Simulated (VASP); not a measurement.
Set up this calculation in VASP 6.6.1, as the native input.

* Task: single point
* Functional: PBE
* Potentials or basis: VASP PAW PBE potentials, release 64 (Si)
* Cutoff: 520 eV
* k mesh: 17 × 17 × 17
* Occupations: fermi-dirac, width 0.05 eV
* Spin: no spin polarisation
* Dipole correction: no
* Further INCAR settings: ALGO = Normal; EDIFF = 1e-06; NBANDS = 8

The structure of Si lies in POSCAR:

```
Si
1.0
   -1.5411780045      1.5411780045      1.5411780045
    1.5411780045     -1.5411780045      1.5411780045
    1.5411780045      1.5411780045     -1.5411780045
Si
1
Direct
    0.0000000000      0.0000000000      0.0000000000
```

This isn't the form of Si at room conditions, which is diamond.

These files were run (other wordings do the same):

INCAR

```
SYSTEM = Si
  PREC = Accurate
  ENCUT = 520
  EDIFF = 1E-6
  ISMEAR = -1
  SIGMA = 0.05
  LREAL = .FALSE.
  LASPH = .TRUE.
  NELM = 100
  ALGO = Normal
  ISIF = 2
  LWAVE = .FALSE.
  LCHARG = .FALSE.
  GGA = PE
  NBANDS = 8
```

KPOINTS

```
Automatic mesh
0
G
  17 17 17
  0 0 0
```

Potentials or basis: VASP PAW PBE potentials, release 64 (Si).

Command:

```bash
$ cat potpaw_PBE.64/Si/POTCAR > POTCAR
$ mpirun -np 1 vasp_std > vasp.out
```

Results of the run:

- Pressure: 0.0 GPa
- Band gap on the k mesh: zero (bands 2 and 3 overlap by 15.39 eV)

Wall time 13 s on 1 thread of AMD EPYC 7R13, on a shared host, peak memory 0.1 GiB.
